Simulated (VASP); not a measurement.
# SnSe (Fm-3m) in VASP: a series of runs

SnSe is run at these levels: PBEsol; tasks: single point, relaxation of volume and atoms at fixed shape.

Program: VASP 6.6.1. These are calculated values, not measurements. Logs are shortened: lines on timing, memory, paths and dates and some standing lists are left out, and cuts for length are marked.

## (1) The cell of the first run

The structure is cubic, space group Fm-3m (No. 225). Conventional cell: a = 5.933 Å, b = 5.933 Å, c = 5.933 Å, α = 90.00°, β = 90.00°, γ = 90.00°. Sn (site symmetry m-3m) has 6 Se at 2.97 Å within 3.9 Å. Within 3.9 Å of Se (site symmetry m-3m) lie 6 Sn at 2.97 Å.

## (2) Single point, PBEsol

The input, INCAR:

```
PREC = Accurate
ENCUT = 500
EDIFF = 1E-6
ISMEAR = 0
SIGMA = 0.01
LREAL = False
LASPH = True
NELM = 120
ALGO = Normal
ISIF = 2
LWAVE = False
LCHARG = True
GGA = PS
LELF = True
LVHAR = True
NBANDS = 17
GGA_COMPAT = False
```

The input, KPOINTS:

```
Automatic mesh
0
Gamma
  6 6 6
```

The input, POSCAR:

```
SnSe
1.0
    0.0000000000      2.9664458078      2.9664458078
    2.9664458078      0.0000000000      2.9664458078
    2.9664458078      2.9664458078      0.0000000000
Sn Se
1 1
Direct
    0.0000000000      0.0000000000      0.0000000000
    0.5000000000      0.5000000000      0.5000000000
```

Potentials or basis: VASP PAW PBE potentials, release 64 (Sn_d, Se).

The run is started by

```sh
cat potpaw_PBE.64/Sn_d/POTCAR potpaw_PBE.64/Se/POTCAR > POTCAR
mpirun -np 1 vasp_std > vasp.out
```

OUTCAR:

```text
PREC = Accurate
   ENCUT = 500
   EDIFF = 1E-6
   ISMEAR = 0
   LREAL = False
   LASPH = True
   NELM = 120
   ISIF = 2
   GGA = PS

 ion  position               nearest neighbor table
   1  0.000  0.000  0.000-   2 2.97   2 2.97   2 2.97   2 2.97   2 2.97   2 2.97
   2  0.500  0.500  0.500-   1 2.97   1 2.97   1 2.97   1 2.97   1 2.97   1 2.97

  LATTYP: Found a face centered cubic cell.
 ALAT       =     5.9328916156

  Lattice vectors:

 A1 = (   0.0000000000,   2.9664458078,   2.9664458078)
 A2 = (   2.9664458078,   0.0000000000,   2.9664458078)
 A3 = (   2.9664458078,   2.9664458078,   0.0000000000)

Analysis of symmetry for initial positions (statically):
=====================================================================
 Subroutine PRICEL returns:
 Original cell was already a primitive cell.

 Routine SETGRP: Setting up the symmetry group for a
 face centered cubic supercell.

 Subroutine GETGRP returns: Found 48 space group operations
 (whereof 48 operations were pure point group operations)
 out of a pool of 48 trial point group operations.

The static configuration has the point symmetry O_h .

Analysis of symmetry for dynamics (positions and initial velocities):
=====================================================================
 Subroutine PRICEL returns:
 Original cell was already a primitive cell.

 Routine SETGRP: Setting up the symmetry group for a
 face centered cubic supercell.

 Subroutine GETGRP returns: Found 48 space group operations
 (whereof 48 operations were pure point group operations)
 out of a pool of 48 trial point group operations.

The dynamic configuration has the point symmetry O_h .

 Subroutine INISYM returns: Found 48 space group operations
 (whereof 48 operations are pure point group operations),
 and found     1 'primitive' translations

----------------------------------------------------------------------------------------

                                     Primitive cell

  volume of cell :      52.2083

  direct lattice vectors                    reciprocal lattice vectors
     0.000000000  2.966445808  2.966445808    -0.168551874  0.168551874  0.168551874
     2.966445808  0.000000000  2.966445808     0.168551874 -0.168551874  0.168551874
     2.966445808  2.966445808  0.000000000     0.168551874  0.168551874 -0.168551874

  length of vectors
     4.195187893  4.195187893  4.195187893     0.291940409  0.291940409  0.291940409

  position of ions in fractional coordinates (direct lattice)
     0.000000000  0.000000000  0.000000000
     0.500000000  0.500000000  0.500000000

  ion indices of the primitive-cell ions
   primitive index   ion index
                 1           1
                 2           2

----------------------------------------------------------------------------------------

 KPOINTS: Automatic mesh

Automatic generation of k-mesh.
 Grid dimensions read from file:
 generate k-points for:    6    6    6

 Generating k-lattice:

  Cartesian coordinates                     Fractional coordinates (reciprocal lattice)
    -0.028091979  0.028091979  0.028091979     0.166666667  0.000000000  0.000000000
     0.028091979 -0.028091979  0.028091979     0.000000000  0.166666667  0.000000000
     0.028091979  0.028091979 -0.028091979     0.000000000  0.000000000  0.166666667

  Length of vectors
     0.048656735  0.048656735  0.048656735

  Shift w.r.t. Gamma in fractional coordinates (k-lattice)
     0.000000000  0.000000000  0.000000000

 Subroutine IBZKPT returns following result:
 ===========================================

 Found     16 irreducible k-points:

 Following reciprocal coordinates:
            Coordinates               Weight
  0.000000  0.000000  0.000000      1.000000
  0.166667  0.000000  0.000000      8.000000
  0.333333  0.000000  0.000000      8.000000
  0.500000  0.000000  0.000000      4.000000
  0.166667  0.166667  0.000000      6.000000
  0.333333  0.166667  0.000000     24.000000
[... 8 lines left out ...]
 -0.333333  0.333333  0.166667     24.000000
 -0.333333  0.500000  0.166667     12.000000
   k-points           NKPTS =     16   k-points in BZ     NKDIM =     16   number of bands    NBANDS=     17
   number of dos      NEDOS =    301   number of ions     NIONS =      2
   total plane-waves  NPLWV =  32768
   dimension x,y,z NGX =    32 NGY =   32 NGZ =   32
   dimension x,y,z NGXF=    64 NGYF=   64 NGZF=   64
   ions per type =               1   1
   NGX,Y,Z   is equivalent  to a cutoff of  12.68, 12.68, 12.68 a.u.
   NGXF,Y,Z  is equivalent  to a cutoff of  25.36, 25.36, 25.36 a.u.
 SYSTEM =  unknown system
   PREC   = accura    normal or accurate (medium, high low for compatibility)
   ISTART =      0    job   : 0-new  1-cont  2-samecut
   ICHARG =      2    charge: 1-file 2-atom 10-const
   ISPIN  =      1    spin polarized calculation?
   LNONCOLLINEAR =      F non collinear calculations
   LSORBIT =      F    spin-orbit coupling
   LASPH  =      T    aspherical Exc in radial PAW
   ENCUT  =  500.0 eV  36.75 Ry    6.06 a.u.   7.65  7.65  7.65*2*pi/ulx,y,z
   NELM   =    120;   NELMIN=  2; NELMDL= -5     # of ELM steps
   EDIFF  = 0.1E-05   stopping-criterion for ELM
   LREAL  =      F    real-space projection
   EDIFFG = 0.1E-04   stopping-criterion for IOM
   NSW    =      0    number of steps for IOM
   IBRION =     -1    ionic relax: 0-MD 1-quasi-New 2-CG
   NFREE  =      0    steps in history (QN), initial steepest desc. (CG)
   ISIF   =      2    stress and relaxation
   ISYM   =      2    0-nonsym 1-usesym 2-fastsym
   POTIM  = 0.5000    time-step for ionic-motion
   TEBEG  =    0.0;   TEEND  =   0.0 temperature during run
   PSTRESS=    0.0 pullay stress
   NELECT =      20.0000    total number of electrons
   NUPDOWN=      -1.0000    fix difference up-down
   EMIN   =  10.00;   EMAX   =-10.00  energy-range for DOS
   EFERMI =   0.00;   METHOD = LEGACY
   ISMEAR =     0;   SIGMA  =   0.01  broadening in eV -4-tet -1-fermi 0-gaus
   EFERMI_NEDOS =   21; number of points for ismear=-14 and -15
   IALGO  =     38    algorithm
   IMIX   =      4    mixing-type and parameters
     AMIX     =   0.40;   BMIX     =  1.00
     AMIX_MAG =   1.60;   BMIX_MAG =  1.00
  volume/ion in A,a.u.               =      26.10       176.16
  Fermi-wavevector in a.u.,A,eV,Ry     =   1.188972  2.246832 19.233946  1.413655
  Thomas-Fermi vector in A             =   2.325090
   LORBIT       =      0    0 simple, 1 ext, 2 COOP (PROOUT), +10 PAW based schemes
   GGA     = PS    functional components
   LHFCALC =     F    Hartree Fock is set to
   AEXX    =    0.0000 exact exchange contribution
   IVDW    =     0    specifies the selected vdW correction
   LEPSILON=     F    determine dielectric tensor
   LRPA    =     F    only Hartree local field effects (RPA)
 non-spin polarized calculation
 Gauss-broadening in eV      SIGMA  =   0.01
  energy-cutoff  :      500.00
  volume of cell :       52.21
 maximum number of plane-waves:      1363
 NGX is ok and might be reduce to    32
   NGX = 15   NGY = 15   NGZ = 15

 number of electron      20.0000005 magnetization

 Free energy of the ion-electron system (eV)
  ---------------------------------------------------
  ext. energy  EPLUGINS =         0.00000000
  ---------------------------------------------------
  free energy    TOTEN  =        -9.00884222 eV

  energy without entropy =       -9.00884222  energy(sigma->0) =       -9.00884222

 E-fermi :   5.8941     XC(G=0):  -9.9802

 val. band max:        5.8129192508   @ k =   0.5000   0.0000   0.0000
 cond. band min:       6.6572087689   @ k =   0.5000   0.0000   0.0000
 fundamental gap:      0.8442895182
 Fermi energy:         5.8940594529

 k-point     1 :       0.0000    0.0000    0.0000
  band No.  band energies     occupation
      1     -15.5541      2.00000
      2     -15.5541      2.00000
      3     -15.5523      2.00000
      4     -15.5523      2.00000
      5     -15.5523      2.00000
      6      -8.2630      2.00000
[... 9 lines left out ...]
     16      11.6833      0.00000
     17      13.9251      0.00000

 k-point     2 :       0.1667    0.0000    0.0000
  band No.  band energies     occupation
      1     -15.5564      2.00000
      2     -15.5564      2.00000
      3     -15.5516      2.00000
      4     -15.5486      2.00000
      5     -15.5486      2.00000
      6      -8.0551      2.00000
[... 9 lines left out ...]
     16      12.3415      0.00000
     17      15.8917      0.00000

 k-point     3 :       0.3333    0.0000    0.0000
  band No.  band energies     occupation
      1     -15.5614      2.00000
      2     -15.5614      2.00000
      3     -15.5502      2.00000
      4     -15.5406      2.00000
      5     -15.5406      2.00000
      6      -7.5511      2.00000
[... 9 lines left out ...]
     16      14.0291      0.00000
     17      17.9757      0.00000

 k-point     4 :       0.5000    0.0000    0.0000
  band No.  band energies     occupation
      1     -15.5640      2.00000
      2     -15.5640      2.00000
      3     -15.5496      2.00000
      4     -15.5367      2.00000
      5     -15.5367      2.00000
      6      -7.2271      2.00000
[... 9 lines left out ...]
     16      16.1625      0.00000
     17      16.1625      0.00000
[... 183 lines left out ...]
      1     -15.5736      2.00000
      2     -15.5543      2.00000
      3     -15.5520      2.00000
      4     -15.5386      2.00000
      5     -15.5364      2.00000
      6      -7.1909      2.00000
[... 9 lines left out ...]
     16      15.9408      0.00000
     17      16.5357      0.00000

 k-point    15 :      -0.3333    0.3333    0.1667
  band No.  band energies     occupation
      1     -15.5755      2.00000
      2     -15.5557      2.00000
      3     -15.5457      2.00000
      4     -15.5439      2.00000
      5     -15.5333      2.00000
      6      -6.9679      2.00000
[... 9 lines left out ...]
     16      17.4264      0.00000
     17      17.4694      0.00000

 k-point    16 :      -0.3333    0.5000    0.1667
  band No.  band energies     occupation
      1     -15.5831      2.00000
      2     -15.5533      2.00000
      3     -15.5504      2.00000
      4     -15.5383      2.00000
      5     -15.5306      2.00000
      6      -6.8808      2.00000
[... 9 lines left out ...]
     16      17.3085      0.00000
     17      18.7532      0.00000

------------------------ aborting loop because EDIFF is reached ----------------------------------------

  FORCE on cell =-STRESS in cart. coord.  units (eV):
  Direction    XX          YY          ZZ          XY          YZ          ZX
  --------------------------------------------------------------------------------------
  -------------------------------------------------------------------------------------
  Total        0.0058869      0.0058869      0.0058869      0.0000000      0.0000000      0.0000000
  in kB        0.1806580      0.1806580      0.1806580      0.0000000      0.0000000      0.0000000
  external PRESSURE =       0.1806580 kB  Pullay stress =       0.0000000 kB

 VOLUME and BASIS-vectors are now :
 -----------------------------------------------------------------------------
  energy-cutoff  :      500.00
  volume of cell :       52.21
      direct lattice vectors                 reciprocal lattice vectors
     0.000000000  2.966445808  2.966445808    -0.168551874  0.168551874  0.168551874
     2.966445808  0.000000000  2.966445808     0.168551874 -0.168551874  0.168551874
     2.966445808  2.966445808  0.000000000     0.168551874  0.168551874 -0.168551874

 POSITION                                       TOTAL-FORCE (eV/Angst)
 -----------------------------------------------------------------------------------
      0.00000      0.00000      0.00000        -0.000000     -0.000000     -0.000000
      2.96645      2.96645      2.96645         0.000000      0.000000      0.000000
 -----------------------------------------------------------------------------------
    total drift:                                0.000000     -0.000000     -0.000000

  FREE ENERGIE OF THE ION-ELECTRON SYSTEM (eV)
  ---------------------------------------------------
  free  energy   TOTEN  =        -9.0088422194 eV

  energy  without entropy=       -9.0088422194  energy(sigma->0) =       -9.00884222
```

Wall time 9.5 s (1 thread of Intel Xeon Platinum 8559C (Emerald Rapids), shared host); peak memory 0.17 GiB.

What came out:

- Free energy: -9.0088 eV
- Pressure: 0.0 GPa
- Band gap on the k mesh: 0.84 eV, direct

Levels at points of the mesh, in eV from the valence-band top:
```csv
k point,band 6,band 7,band 8,band 9,band 10,band 11,band 12,band 13,band 14,band 15
"(0.00, 0.00, 0.00)",-14.08,-4.85,-2.20,-2.20,-2.20,4.57,4.57,4.57,5.87,5.87
"(0.50, 0.00, 0.00)",-13.04,-8.19,-1.94,-1.94,0.00,0.84,1.30,1.30,8.36,10.35
"(0.50, 0.50, 0.00)",-12.72,-5.93,-5.70,-3.74,-3.74,2.89,5.69,5.69,6.33,10.71
```

Caveat: the PAW data sets were made with another functional, which shifts forces and pressure a little; spin-orbit coupling is left out, which moves the levels of the heavy elements.

## (3) Relaxation of volume and atoms at fixed shape, PBEsol

This run uses another cell than the first one, of 27.27 Å³/atom, 1.045 times its volume.

The input, INCAR:

```
SYSTEM = SnSe
PREC = Accurate ; ENCUT = 500
EDIFF = 1E-7 ; ISMEAR = 0
SIGMA = 0.01 ; LREAL = .FALSE.
LASPH = .TRUE. ; NELM = 120
ALGO = Normal ; ISIF = 8
LWAVE = .FALSE. ; LCHARG = .FALSE.
GGA = PS ; IBRION = 2
NSW = 80 ; EDIFFG = -0.005
GGA_COMPAT = .FALSE. ; NELMIN = 4
```

The input, KPOINTS:

```
Automatic mesh
0
G
  6 6 6
  0 0 0
```

The input, POSCAR:

```
SnSe
1.0
    0.0000000000      3.0100000000      3.0100000000
    3.0100000000      0.0000000000      3.0100000000
    3.0100000000      3.0100000000      0.0000000000
Sn Se
1 1
Direct
    0.0000000000      0.0000000000      0.0000000000
    0.5000000000      0.5000000000      0.5000000000
```

Potentials or basis: VASP PAW PBE potentials, release 64 (Sn_d, Se).

The run is started by

```sh
cat potpaw_PBE.64/Sn_d/POTCAR potpaw_PBE.64/Se/POTCAR > POTCAR
mpirun -np 1 vasp_std > vasp.out
```

Wall time 18 s (1 thread of Intel Xeon Platinum 8559C (Emerald Rapids), shared host); peak memory 0.18 GiB.

Results (log left out):

```yaml
Free_energy: -9.0094 eV
Relaxed_volume: 26.12 Å³/atom
Relaxed_cell: a = 4.196 Å, b = 4.196 Å, c = 4.196 Å, α = 60.00°, β = 60.00°, γ = 60.00°
Space_group_after_relaxing_to_0.05_Å: Fm-3m (No. 225)
Energy_gained_by_relaxing: 8.4 meV/atom
Ionic_steps: 3
Pressure_after_relaxing: 0.0 GPa
Band_gap_on_the_k_mesh: 0.84 eV, direct
```

Step by step:
```
step  energy change (eV)  largest force (eV/Å)  pressure (GPa)  volume (Å³)
   1              0.0000                0.0000           -2.25        54.54
   2             -0.0153                0.0000            0.74        51.58
   3             -0.0168                0.0000            0.00        52.23
```

Final structure:
```
Sn Se
1.0
     0.00000    2.96691    2.96691
     2.96691    0.00000    2.96691
     2.96691    2.96691    0.00000
Sn Se
1 1
Direct
  0.00000 0.00000 0.00000
  0.50000 0.50000 0.50000
```

Levels at points of the mesh, in eV from the valence-band top:
```
           k point  band 7  band 8  band 9  band 10  band 11  band 12  band 13  band 14
(0.00, 0.00, 0.00)   -4.85   -2.20   -2.20    -2.20     4.57     4.57     4.57     5.87
(0.50, 0.00, 0.00)   -8.19   -1.94   -1.94     0.00     0.84     1.30     1.30     8.36
(0.50, 0.50, 0.00)   -5.93   -5.69   -3.74    -3.74     2.89     5.68     5.68     6.32
```

Caveat: the PAW data sets were made with another functional, which shifts forces and pressure a little; spin-orbit coupling is left out, which moves the levels of the heavy elements. A k mesh can miss the band edges.
